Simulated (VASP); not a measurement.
# CsZn15S16 (a cell with a defect) (Wurtzite-4H) in VASP: electric field gradients with PBE

Aim: the electric field gradients of CsZn15S16 (a cell with a defect) (Wurtzite-4H) with PBE.

All numbers are computed with VASP 6.6.1; they aren't measurements. Logs are shortened: lines on timing, memory, paths and dates and some standing lists are left out, and cuts for length are marked.

## Step 1: The cell of the first run

The cell holds a defect, 32 atoms: a = 7.645 Å, b = 7.645 Å, c = 12.520 Å, α = 90.00°, β = 90.00°, γ = 120.00°.

## Step 2: Electric field gradients, PBE

INCAR reads:

```
SYSTEM = CsZn15S16
ALGO = Normal
EDIFF = 1E-8
ENCUT = 520
GGA = PE
ISIF = 2
ISMEAR = -1
LASPH = .TRUE.
LCHARG = .FALSE.
LEFG = .TRUE.
LREAL = Auto
LWAVE = .FALSE.
NBANDS = 164
NELECT = 286.0
NELM = 100
PREC = Accurate
SIGMA = 0.01
```

KPOINTS reads:

```
k-points
0
G
  3 3 2
  0 0 0
```

POSCAR reads:

```
CsZn15S16
1.0
    7.6454000000      0.0000000000      0.0000000000
   -3.8227000000      6.6211106220      0.0000000000
    0.0000000000      0.0000000000     12.5200000000
Zn Cs S
15 1 16
Direct
    0.0000000000      0.0000000000      0.0000000000
    0.0000000000      0.5000000000      0.0000000000
    0.5000000000      0.0000000000      0.0000000000
    0.5000000000      0.5000000000      0.0000000000
    0.0000000000      0.0000000000      0.5000000000
    0.0000000000      0.5000000000      0.5000000000
    0.5000000000      0.0000000000      0.5000000000
    0.5000000000      0.5000000000      0.5000000000
    0.1666666666      0.8333333334      0.2500000000
    0.6666666666      0.3333333334      0.2500000000
    0.6666666666      0.8333333334      0.2500000000
    0.3333333334      0.1666666666      0.7500000000
    0.3333333334      0.6666666666      0.7500000000
    0.8333333334      0.1666666666      0.7500000000
    0.8333333334      0.6666666666      0.7500000000
    0.1666666666      0.3333333334      0.2500000000
    0.0000000000      0.0000000000      0.1875000000
    0.0000000000      0.5000000000      0.1875000000
    0.5000000000      0.0000000000      0.1875000000
    0.5000000000      0.5000000000      0.1875000000
    0.0000000000      0.0000000000      0.6875000000
    0.0000000000      0.5000000000      0.6875000000
    0.5000000000      0.0000000000      0.6875000000
    0.5000000000      0.5000000000      0.6875000000
    0.1666666666      0.3333333334      0.4375000000
    0.1666666666      0.8333333334      0.4375000000
    0.6666666666      0.3333333334      0.4375000000
    0.6666666666      0.8333333334      0.4375000000
    0.3333333334      0.1666666666      0.9375000000
    0.3333333334      0.6666666666      0.9375000000
    0.8333333334      0.1666666666      0.9375000000
    0.8333333334      0.6666666666      0.9375000000
```

Potentials or basis: VASP PAW PBE potentials, release 64 (Zn, Cs_sv, S).

On the command line:

```bash
$ cat potpaw_PBE.64/Zn/POTCAR potpaw_PBE.64/Cs_sv/POTCAR potpaw_PBE.64/S/POTCAR > POTCAR
$ mpirun -np 1 vasp_std > vasp.out
```

OUTCAR:

```text
SYSTEM = CsZn15S16
   EDIFF = 1E-8
   ENCUT = 520
   GGA = PE
   ISIF = 2
   ISMEAR = -1
   LASPH = .TRUE.
   LREAL = Auto
   NELECT = 286.0
   NELM = 100
   PREC = Accurate

 ion  position               nearest neighbor table
   1  0.000  0.000  0.000-  31 2.34  32 2.34  29 2.34  17 2.35
   2  0.000  0.500  0.000-  32 2.34  31 2.34  30 2.34  18 2.35
   3  0.500  0.000  0.000-  29 2.34  30 2.34  31 2.34  19 2.35
   4  0.500  0.500  0.000-  30 2.34  29 2.34  32 2.34  20 2.35
   5  0.000  0.000  0.500-  26 2.34  25 2.34  28 2.34  21 2.35
   6  0.000  0.500  0.500-  25 2.34  26 2.34  27 2.34  22 2.35
[... 24 lines left out ...]
  31  0.833  0.167  0.938-   1 2.34   2 2.34   3 2.34  14 2.35
  32  0.833  0.667  0.938-   2 2.34   1 2.34   4 2.34  15 2.35

  LATTYP: Found a hexagonal cell.
 ALAT       =     7.6454000000
 C/A-ratio  =     1.6375859994

  Lattice vectors:

 A1 = (   7.6454000000,   0.0000000000,   0.0000000000)
 A2 = (  -3.8227000000,   6.6211106220,   0.0000000000)
 A3 = (   0.0000000000,   0.0000000000,  12.5200000000)

Analysis of symmetry for initial positions (statically):
=====================================================================
 Subroutine PRICEL returns:
 Original cell was already a primitive cell.

 Routine SETGRP: Setting up the symmetry group for a
 hexagonal supercell.

 Subroutine GETGRP returns: Found  6 space group operations
 (whereof  2 operations were pure point group operations)
 out of a pool of 24 trial point group operations.

The static configuration has the point symmetry C_1h.
 The point group associated with its full space group is C_3v.

Analysis of symmetry for dynamics (positions and initial velocities):
=====================================================================
 Subroutine PRICEL returns:
 Original cell was already a primitive cell.

 Routine SETGRP: Setting up the symmetry group for a
 hexagonal supercell.

 Subroutine GETGRP returns: Found  6 space group operations
 (whereof  2 operations were pure point group operations)
 out of a pool of 24 trial point group operations.

The dynamic configuration has the point symmetry C_1h.
 The point group associated with its full space group is C_3v.

 Subroutine INISYM returns: Found  6 space group operations
 (whereof  2 operations are pure point group operations),
[... 1142 lines left out ...]

  FORCE on cell =-STRESS in cart. coord.  units (eV):
  Direction    XX          YY          ZZ          XY          YZ          ZX
  --------------------------------------------------------------------------------------
  -------------------------------------------------------------------------------------
  Total       41.7726177     41.7726177     40.0149530     -0.0000000      0.0000000     -0.0000000
  in kB      105.6007223    105.6007223    101.1573652     -0.0000000      0.0000000     -0.0000000
  external PRESSURE =     104.1196033 kB  Pullay stress =       0.0000000 kB

 VOLUME and BASIS-vectors are now :
 -----------------------------------------------------------------------------
  energy-cutoff  :      520.00
  volume of cell :      633.78
      direct lattice vectors                 reciprocal lattice vectors
     7.645400000  0.000000000  0.000000000     0.130797604  0.075516032  0.000000000
    -3.822700000  6.621110622  0.000000000     0.000000000  0.151032064  0.000000000
     0.000000000  0.000000000 12.520000000     0.000000000  0.000000000  0.079872204

 POSITION                                       TOTAL-FORCE (eV/Angst)
 -----------------------------------------------------------------------------------
      0.00000      0.00000      0.00000         0.000000     -0.346441      0.460107
     -1.91135      3.31056      0.00000        -0.300027      0.173220      0.460107
      3.82270      0.00000      0.00000         0.000000      0.000000      0.150777
      1.91135      3.31056      0.00000         0.300027      0.173220      0.460107
      0.00000      0.00000      6.26000         0.000000      0.379653      0.015879
     -1.91135      3.31056      6.26000         0.328789     -0.189826      0.015879
[... 24 lines left out ...]
      5.73405      1.10352     11.73750        -0.003754     -0.002167     -0.122181
      3.82270      4.41407     11.73750         0.000000      0.000000     -0.458747
 -----------------------------------------------------------------------------------
    total drift:                               -0.000003     -0.000002      0.010107

  FREE ENERGIE OF THE ION-ELECTRON SYSTEM (eV)
  ---------------------------------------------------
  free  energy   TOTEN  =       -94.6753163653 eV

  energy  without entropy=      -94.6753163652  energy(sigma->0) =      -94.67531637

 Electric field gradients (V/A^2)
---------------------------------------------------------------------
 ion       V_xx      V_yy      V_zz      V_xy      V_xz      V_yz
---------------------------------------------------------------------
   1       7.939    -0.543    -7.396    -0.002     0.000     3.035
   2       1.579     5.817    -7.396     3.670     2.629    -1.518
   3       0.104     0.102    -0.205    -0.002     0.000    -0.000
   4       1.579     5.817    -7.396    -3.674    -2.629    -1.518
   5       4.271    -8.758     4.487    -0.002    -0.000     0.267
   6      -5.499     1.013     4.487     5.640     0.232    -0.134
[... 24 lines left out ...]
  31      -0.349    -4.507     4.856     3.601    -0.587    -0.339
  32      -0.418    -0.418     0.835    -0.000     0.000    -0.000
---------------------------------------------------------------------

 Electric field gradients after diagonalization (V/A^2)
 (convention: |V_zz| > |V_xx| > |V_yy|)
----------------------------------------------------------------------
 ion       V_xx      V_yy      V_zz     asymmetry (V_yy - V_xx)/ V_zz
----------------------------------------------------------------------
   1       7.939     0.608    -8.547       0.858
   2       7.936     0.610    -8.546       0.857
   3       0.104     0.101    -0.205       0.018
   4       7.939     0.608    -8.547       0.858
   5       4.492     4.271    -8.764       0.025
   6       4.492     4.269    -8.761       0.026
[... 24 lines left out ...]
  31       4.997     1.589    -6.586       0.517
  32      -0.418    -0.417     0.835       0.001
----------------------------------------------------------------------

           NMR quadrupolar parameters

 Cq : quadrupolar parameter    Cq=e*Q*V_zz/h
 eta: asymmetry parameters     (V_yy - V_xx)/ V_zz
 Q  : nuclear electric quadrupole moment in mb (millibarn)
----------------------------------------------------------------------
 ion       Cq(MHz)       eta       Q (mb)
----------------------------------------------------------------------
   1      -0.021       0.858       1.000
   2      -0.021       0.857       1.000
   3      -0.000       0.018       1.000
   4      -0.021       0.858       1.000
   5      -0.021       0.025       1.000
   6      -0.021       0.026       1.000
[... 24 lines left out ...]
  31      -0.016       0.517       1.000
  32       0.002       0.001       1.000
----------------------------------------------------------------------
```

Run time: 36 min. Hardware: 1 thread of Intel Xeon Platinum 8259CL at 2.50GHz (Skylake/Cascade Lake), shared host; peak memory 0.94 GiB.

What came out:

```
Free energy   : -94.6753 eV
Largest force : 7.866 eV/Å
```

Forces in eV/Å, atoms in the order of the input:
```
Zn   0.000 -0.346  0.460
Zn  -0.300  0.173  0.460
Zn   0.000  0.000  0.151
Zn   0.300  0.173  0.460
Zn   0.000  0.380  0.016
Zn   0.329 -0.190  0.016
Zn   0.000  0.000 -0.058
Zn  -0.329 -0.190  0.016
Zn  -0.487 -0.281 -0.466
Zn   0.000  0.562 -0.466
Zn   0.487 -0.281 -0.466
Zn  -0.053  0.030  0.039
Zn   0.000 -0.061  0.039
Zn   0.053  0.030  0.039
Zn   0.000  0.000  0.257
Cs   0.000  0.000  0.465
S    0.000 -7.344 -2.818
S   -6.360  3.672 -2.818
S    0.000  0.000  0.009
S    6.360  3.672 -2.818
S    0.000 -0.104  0.086
S   -0.090  0.052  0.086
S    0.000  0.000 -0.020
S    0.090  0.052  0.086
S    0.000  0.000  7.816
S    0.047  0.027  0.084
S    0.000 -0.055  0.084
S   -0.047  0.027  0.084
S    0.004 -0.002 -0.122
S    0.000  0.004 -0.122
S   -0.004 -0.002 -0.122
S    0.000  0.000 -0.459
```

Electric field gradients, principal values (V/Å²):
```tsv
atom	least	middle	greatest (by size)
1 Zn	0.608	7.939	-8.547
2 Zn	0.610	7.936	-8.546
3 Zn	0.101	0.104	-0.205
4 Zn	0.608	7.939	-8.547
5 Zn	4.271	4.492	-8.764
6 Zn	4.269	4.492	-8.761
7 Zn	-2.561	-2.564	5.125
8 Zn	4.271	4.492	-8.764
9 Zn	-3.401	-9.321	12.723
10 Zn	-3.401	-9.321	12.723
11 Zn	-3.403	-9.319	12.722
12 Zn	-0.584	-1.534	2.118
13 Zn	-0.581	-1.534	2.115
14 Zn	-0.581	-1.534	2.115
15 Zn	2.547	2.551	-5.099
16 Cs	11.571	11.573	-23.144
17 S	41.908	54.311	-96.219
18 S	41.908	54.311	-96.218
19 S	-5.333	-5.334	10.667
20 S	41.908	54.311	-96.219
21 S	3.636	6.013	-9.649
22 S	3.637	6.012	-9.649
23 S	0.753	0.754	-1.507
24 S	3.636	6.013	-9.649
25 S	41.335	41.336	-82.672
26 S	-2.076	-2.132	4.207
27 S	-2.076	-2.132	4.207
28 S	-2.076	-2.132	4.208
29 S	1.590	4.997	-6.587
30 S	1.589	4.997	-6.586
31 S	1.589	4.997	-6.586
32 S	-0.417	-0.418	0.835
```

Caveat: the cell carries a net charge on a neutralising background, which shifts energy and pressure; the cell is charged against a uniform background, so pressure and absolute levels hang on convention; without QUAD_EFG the Cq values of the log hold for a quadrupole moment of 1 mb, not for the nuclei.
